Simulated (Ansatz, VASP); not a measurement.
Given: the input of a run of VASP 6.6.1 on Au.

Contents of INCAR:

```
SYSTEM = Au
  PREC = Accurate
  ENCUT = 500
  EDIFF = 1E-6
  ISMEAR = -1
  SIGMA = 0.05
  LREAL = .False.
  LASPH = .True.
  NELM = 120
  ALGO = Normal
  ISIF = 2
  LWAVE = .False.
  LCHARG = .False.
  GGA = B5
  ALDAX = 1.0
  AGGAX = 1.0
  AGGAC = 1.0
  ALDAC = 0.0
  IVDW = 13
  VDW_S6 = 1.0
  VDW_S8 = 2.34076671
  VDW_A1 = 0.44488865
  VDW_A2 = 4.0933009
  NBANDS = 16
  GGA_COMPAT = .False.
```

The input KPOINTS:

```
regular mesh
0
Gamma
  11 11 11
  0 0 0
```

POSCAR

```
Au
1.0
    0.0000000000      2.0213418704      2.0213418704
    2.0213418704      0.0000000000      2.0213418704
    2.0213418704      2.0213418704      0.0000000000
Au
1
Direct
    0.0000000000      0.0000000000      0.0000000000
```

Potentials or basis: VASP PAW PBE potentials, release 64 (Au_sv_GW).

Launch:

```console
$ cat potpaw_PBE.64/Au_sv_GW/POTCAR > POTCAR
$ mpirun -np 1 vasp_std > vasp.out
```

Question: Translate it to Ansatz 0.2.0. Potentials there: Ansatz PAW.

Answer: As run (the cutoff follows the program's own potentials):

File input.yaml:

```yaml
crystal:
  lattice:
    - [0.0, 2.0213418704, 2.0213418704]
    - [2.0213418704, 0.0, 2.0213418704]
    - [2.0213418704, 2.0213418704, 0.0]
  atoms:
    - { symbol: Au, position: [0.0, 0.0, 0.0] }
hamiltonian:
  xc: blyp
  pseudopotentials: { kind: paw }
  dispersion: d4
kpoints:
  mp_grid: { grid: [11, 11, 11] }
scf:
  occupations: { method: fermi_dirac, width: 0.05 }
output:
  forces: true
  stress: true
  eigenvalues: true
```

Potentials or basis: Ansatz PAW.

Command:

```console
$ ansatz run input.yaml --threads 2 --pin off --max-ram 5120MiB --backend cpu --events-out ev --progress --plain --runs-dir out
```

Both were run:

|  | VASP | Ansatz | Ansatz less VASP |
| --- | --- | --- | --- |
| gap on the k mesh at the Fermi level (eV) | none | none | - |
| pressure (GPa) | 13.4 | 14.5 | +1.07 |

VASP's potentials were made for PBE, not for BLYP. A gap of «none» marks a metal or a gap that the smearing closes.

Spin-orbit coupling is off throughout.
